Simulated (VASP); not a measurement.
# WC (I4/mmm) in VASP: notebook, part 2 of 2

VASP 6.6.1. The steps go on from the part before.

## (3) Single point, PBEsol (strain +0.0600 x Voigt [0, 1, 0, 0, 0, 0])

File INCAR:

```
  PREC = Accurate
  ENCUT = 520
  EDIFF = 1E-6
  ISMEAR = 0
  SIGMA = 0.15
  LREAL = F
  LASPH = T
  NELM = 100
  ALGO = Normal
  ISIF = 2
  LWAVE = F
  LCHARG = F
  GGA = PS
  NBANDS = 16
```

File KPOINTS:

```
Automatic mesh
0
Gamma
  24 24 24
```

File POSCAR:

```
WC
1.0
    0.0000000000      2.3030464968      2.1726853743
    2.1726853743      0.0000000000      2.1726853743
    2.1726853743      2.3030464968      0.0000000000
W C
1 1
Direct
    0.0000000000      0.0000000000      0.0000000000
    0.5000000000      0.5000000000      0.5000000000
```

Potentials or basis: VASP PAW PBE potentials, release 64 (W_sv, C).

Started as:

```console
cat potpaw_PBE.64/W_sv/POTCAR potpaw_PBE.64/C/POTCAR > POTCAR
mpirun -np 1 vasp_std > vasp.out
```

OUTCAR:

```text
PREC = Accurate
   ENCUT = 520
   EDIFF = 1E-6
   ISMEAR = 0
   LREAL = F
   LASPH = T
   NELM = 100
   ISIF = 2
   GGA = PS

 ion  position               nearest neighbor table
   1  0.000  0.000  0.000-   2 2.17   2 2.17   2 2.17   2 2.17   2 2.30   2 2.30
   2  0.500  0.500  0.500-   1 2.17   1 2.17   1 2.17   1 2.17   1 2.30   1 2.30

  LATTYP: Found a body centered tetragonal cell.
 ALAT       =     3.0726411231
 C/A-ratio  =     1.4990663761

  Lattice vectors:

 A1 = (   0.0000000000,  -2.3030464968,   2.1726853743)
 A2 = (   0.0000000000,  -2.3030464968,  -2.1726853743)
 A3 = (   2.1726853743,   2.3030464968,   0.0000000000)

Analysis of symmetry for initial positions (statically):
=====================================================================
 Subroutine PRICEL returns:
 Original cell was already a primitive cell.

 Routine SETGRP: Setting up the symmetry group for a
 body centered tetragonal supercell.

 Subroutine GETGRP returns: Found 16 space group operations
 (whereof 16 operations were pure point group operations)
 out of a pool of 16 trial point group operations.

[... 160 lines left out ...]
  energy without entropy =      -22.85308285  energy(sigma->0) =      -22.85913028

 E-fermi :  11.7533     XC(G=0): -13.6664

 val. band max:       11.7477033973   @ k =   0.1250  -0.2083   0.0833
 cond. band min:      11.7553661610   @ k =   0.2500  -0.3333   0.1667
 fundamental gap:      0.0076627637
 Fermi energy:        11.7532866395

 k-point     1 :       0.0000    0.0000    0.0000
  band No.  band energies     occupation
      1     -63.5948      2.00000
      2     -27.6016      2.00000
      3     -27.5953      2.00000
      4     -27.5953      2.00000
      5      -3.7317      2.00000
      6       8.6831      2.00000
[... 433 lines left out ...]
      3     -27.6826      2.00000
      4     -27.6328      2.00000
      5       0.3480      2.00000
      6       2.6615      2.00000
[... 8 lines left out ...]
     15      23.4339      0.00000
     16      24.2042      0.00000

 [... further k-points ...]

------------------------ aborting loop because EDIFF is reached ----------------------------------------

  FORCE on cell =-STRESS in cart. coord.  units (eV):
  Direction    XX          YY          ZZ          XY          YZ          ZX
  --------------------------------------------------------------------------------------
  -------------------------------------------------------------------------------------
  Total       -1.2197672     -4.3766179     -1.2197672      0.0000000      0.0000000      0.0000000
  in kB      -89.8796065   -322.4948881    -89.8796065      0.0000000      0.0000000      0.0000000
  external PRESSURE =    -167.4180337 kB  Pullay stress =       0.0000000 kB

 VOLUME and BASIS-vectors are now :
 -----------------------------------------------------------------------------
  energy-cutoff  :      520.00
  volume of cell :       21.74
      direct lattice vectors                 reciprocal lattice vectors
     0.000000000  2.303046497  2.172685374    -0.230129961  0.217103737  0.230129961
     2.172685374  0.000000000  2.172685374     0.230129961 -0.217103737  0.230129961
     2.172685374  2.303046497  0.000000000     0.230129961  0.217103737 -0.230129961

 POSITION                                       TOTAL-FORCE (eV/Angst)
 -----------------------------------------------------------------------------------
      0.00000      0.00000      0.00000         0.000000     -0.000000     -0.000000
      2.17269      2.30305      2.17269        -0.000000      0.000000      0.000000
 -----------------------------------------------------------------------------------
    total drift:                                0.000000     -0.000000     -0.000000

  FREE ENERGIE OF THE ION-ELECTRON SYSTEM (eV)
  ---------------------------------------------------
  free  energy   TOTEN  =       -22.8651777073 eV

  energy  without entropy=      -22.8530828528  energy(sigma->0) =      -22.85913028
```

OSZICAR:

```text
N       E                     dE             d eps       ncg     rms          rms(c)
DAV:   1     0.108931987362E+03    0.10893E+03   -0.93608E+03 34120   0.124E+03
DAV:   2    -0.228910151703E+02   -0.13182E+03   -0.12713E+03 41624   0.333E+02
DAV:   3    -0.261448754073E+02   -0.32539E+01   -0.32410E+01 36784   0.495E+01
DAV:   4    -0.261617506181E+02   -0.16875E-01   -0.16872E-01 44288   0.406E+00
DAV:   5    -0.261618782839E+02   -0.12767E-03   -0.12767E-03 36816   0.334E-01    0.296E+01
DAV:   6    -0.230018235367E+02    0.31601E+01   -0.82714E+00 43544   0.268E+01    0.752E+00
DAV:   7    -0.229005543701E+02    0.10127E+00   -0.50419E-01 34928   0.557E+00    0.608E+00
DAV:   8    -0.228670194282E+02    0.33535E-01   -0.95589E-02 39552   0.251E+00    0.120E+00
DAV:   9    -0.228653231165E+02    0.16963E-02   -0.35822E-03 36704   0.557E-01    0.119E-01
DAV:  10    -0.228651762728E+02    0.14684E-03   -0.40419E-04 42664   0.225E-01    0.350E-02
DAV:  11    -0.228651780170E+02   -0.17442E-05   -0.11471E-05 37192   0.340E-02    0.101E-02
DAV:  12    -0.228651777073E+02    0.30970E-06   -0.41134E-07 23032   0.734E-03
   1 F= -.22865178E+02 E0= -.22859130E+02  d E =-.120949E-01
```

stdout:

```text
POSCAR found type information on POSCAR W C
 POSCAR found :  2 types and       2 ions
 scaLAPACK will be used
 -----------------------------------------------------------------------------
|                                                                             |
|                                                                             |
|     You enforced a specific xc type in the INCAR file but a different       |
|     I HOPE YOU KNOW WHAT YOU ARE DOING!                                     |
|                                                                             |
 -----------------------------------------------------------------------------

 LDA part: xc-table for (Slater+PW92), standard interpolation
 POSCAR, INCAR and KPOINTS ok, starting setup
 FFT: planning ... GRIDC
 FFT: planning ... GRID_SOFT
 FFT: planning ... GRID
 WAVECAR not read
 entering main loop
```

It took 84 s on 1 thread of Intel Xeon 6975P-C (Granite Rapids), shared host; peak memory 0.45 GiB.

Results:

| Quantity | Value |
| --- | --- |
| Free energy | -22.8652 eV |
| Pressure | -16.7 GPa |
| Band gap on the k mesh | zero (bands 9 and 10 overlap by 2.76 eV) |

Levels at points of the mesh, in eV from the Fermi level:
```
           k point  band 7  band 8  band 9  band 10  band 11  band 12
(0.00, 0.00, 0.00)   -2.36   -2.36   -1.38    -1.08    -0.87    -0.87
(0.50, 0.00, 0.00)   -6.41   -6.31    0.85     1.23     2.31     4.84
(0.50, 0.50, 0.00)   -5.25   -2.53   -2.46     0.76     1.83     2.51
(0.50, 0.00, 0.50)   -5.52   -2.13   -2.13     0.78     2.15     2.15
```

Caveat: the cell differs from its parent crystal (strain +0.0600 x Voigt [0, 1, 0, 0, 0, 0]); the stress differs along the axes, from -32 to -9 GPa; the PAW data sets were made with another functional, which shifts forces and pressure a little; spin-orbit coupling is left out, which moves the levels of the heavy elements.
